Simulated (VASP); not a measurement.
K2H:

```
K H
1.0
     4.30126    0.00000    0.00000
    -2.15063    3.72500    0.00000
     0.00000    0.00000    4.64422
K H
2 1
Direct
  0.33333 0.66667 0.50000
  0.66667 0.33333 0.50000
  0.00000 0.00000 0.00000
```

- Program: VASP 6.6.1
- Task: relaxation of cell and atoms
- Functional: PBE
- Potentials or basis: VASP PAW PBE potentials, release 64 (K_sv, H)
- Cutoff: 600 eV
- k mesh: 6 × 6 × 4
- Occupations: gaussian, width 0.1 eV
- Spin: no spin polarisation

At the start: pressure 9.4 GPa; volume 24.80 Å³/atom.

Q: Where does the relaxation end?

A: Over 8 steps the energy falls by 822.2 meV/atom and the volume is 40.96 Å³/atom (+65.1 %); space group P6/mmm (No. 191, to 0.1 Å) before and after.

Step by step:
```tsv
step	energy change (eV)	largest force (eV/Å)	pressure (GPa)	volume (Å³)
1	0.0000	0.0000	9.45	74.41
2	-1.3966	0.0000	3.49	90.62
3	-2.3448	0.0000	0.38	115.19
4	-2.4424	0.0000	-0.18	125.10
5	-2.4527	0.0000	-0.35	129.47
6	-2.4518	0.0000	-0.31	128.32
7	-2.4611	0.0000	-0.23	125.89
8	-2.4666	0.0000	-0.12	122.87
```

Final structure:
```
CELL_PARAMETERS angstrom
5.96735 0.00000 0.00000
-2.98367 5.16788 0.00000
0.00000 0.00000 3.98436
ATOMIC_POSITIONS crystal
K 0.33333 0.66667 0.50000
K 0.66667 0.33333 0.50000
H 0.00000 0.00000 0.00000
```

Caveat: the volume moved by over 15 % at a fixed basis, so the end points are rough.
